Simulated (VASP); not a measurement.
Set up this calculation in VASP 6.6.1, as the native input.

```
Task                   : single point
Functional             : PBE
Potentials or basis    : VASP PAW PBE potentials, release 64 (Si)
Cutoff                 : 500 eV
k mesh                 : 1 × 1 × 1
Occupations            : fermi-dirac, width 0.3 eV
Spin                   : no spin polarisation
Dipole correction      : no
Further INCAR settings : ALGO = Normal; EDIFF = 1e-06; NBANDS = 11
```

The structure of Si lies in POSCAR:

```
Si
1.0
    4.2000000000      0.0000000000      0.0000000000
    0.0000000000      4.2000000000      0.0000000000
    0.0000000000      0.0000000000      4.2000000000
Si
2
Direct
    0.0000000000      0.0000000000      0.0000000000
    0.1935275886      0.1161165531      0.0870874149
```

The input as run:

INCAR

```
ALGO = Normal
EDIFF = 1E-6
ENCUT = 500
GGA = PE
GGA_COMPAT = F
ISIF = 2
ISMEAR = -1
LASPH = T
LCHARG = T
LELF = T
LREAL = F
LVHAR = T
LWAVE = F
NBANDS = 11
NELM = 120
PREC = Accurate
SIGMA = 0.3
```

KPOINTS

```
k-points
0
Gamma
  1 1 1
```

Potentials or basis: VASP PAW PBE potentials, release 64 (Si).

The run is started by

```sh
$ cat potpaw_PBE.64/Si/POTCAR > POTCAR
$ mpirun -np 1 vasp_gam > vasp.out
```

Results of the run:

```json
{
  "Pressure": "123.8 GPa",
  "Largest force": "156.703 eV/Å",
  "Band gap on the k mesh": "4.01 eV"
}
```

Caveat: the k points lie up to 1.50 Å⁻¹ apart; forces of over 1 eV/Å act on the atoms, so gaps and moduli don't describe the material at rest.

It took 6.5 s on 1 thread of Intel(R) Xeon(R) Platinum 8375C CPU @ 2.90GHz (Ice Lake), with other jobs on the host, peak memory 0.15 GiB.
